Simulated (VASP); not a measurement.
Wanted: the native input for a VASP 6.6.1 run.

| Quantity | Value |
| --- | --- |
| Task | relaxation of cell and atoms |
| Functional | PBE |
| Potentials or basis | VASP PAW PBE potentials, release 64 (Ti_sv, H) |
| Cutoff | 600 eV |
| k mesh | 6 × 6 × 6 |
| Occupations | gaussian, width 0.1 eV |
| Spin | no spin polarisation |
| Dipole correction | no |
| Further INCAR settings | ALGO = Normal; EDIFF = 1e-06; IBRION = 2; EDIFFG = -0.04; NSW = 90; ISIF = 3 |

The structure of TiH4 lies in POSCAR:

```
TiH4
1.0
   -2.2530479400      2.2530479400      2.2530479400
    2.2530479400     -2.2530479400      2.2530479400
    2.2530479400      2.2530479400     -2.2530479400
Ti H
1 4
Direct
    0.0000000000      0.0000000000      0.0000000000
    0.5000000000      0.5000000000      0.5000000000
    0.0000000000      0.0000000000      0.5000000000
    0.0000000000      0.5000000000      0.0000000000
    0.5000000000      0.0000000000      0.0000000000
```

These files were run (other wordings do the same):

INCAR

```
SYSTEM = TiH4
PREC = Accurate
ENCUT = 600
EDIFF = 1E-6
ISMEAR = 0
SIGMA = 0.1
LREAL = .False.
LASPH = .True.
NELM = 80
ALGO = Normal
ISIF = 3
LWAVE = .False.
LCHARG = .False.
GGA = PE
IBRION = 2
NSW = 90
EDIFFG = -0.04
```

KPOINTS

```
regular mesh
0
Gamma
  6 6 6
  0 0 0
```

Potentials or basis: VASP PAW PBE potentials, release 64 (Ti_sv, H).

Run with:

```console
$ cat potpaw_PBE.64/Ti_sv/POTCAR potpaw_PBE.64/H/POTCAR > POTCAR
$ mpirun -np 1 vasp_std > vasp.out
```

Results of the run:

* Relaxed volume: 7.69 Å³/atom
* Relaxed cell: a = 3.683 Å, b = 3.683 Å, c = 3.683 Å, α = 109.47°, β = 109.47°, γ = 109.47°
* Space group after relaxing (to 0.05 Å): Im-3m (No. 229)
* Energy gained by relaxing: 52.0 meV/atom
* Ionic steps: 4
* Pressure after relaxing: 0.2 GPa
* Band gap on the k mesh: zero (band 8 reaches 2.89 eV, above the bottom of band 9 at 2.03 eV)

Caveat: the volume moved by over 15 % at a fixed basis, so the end points are rough.

Wall time 18 s on 1 thread of Intel(R) Xeon(R) 6975P-C (Granite Rapids), on a shared host, peak memory 0.19 GiB.
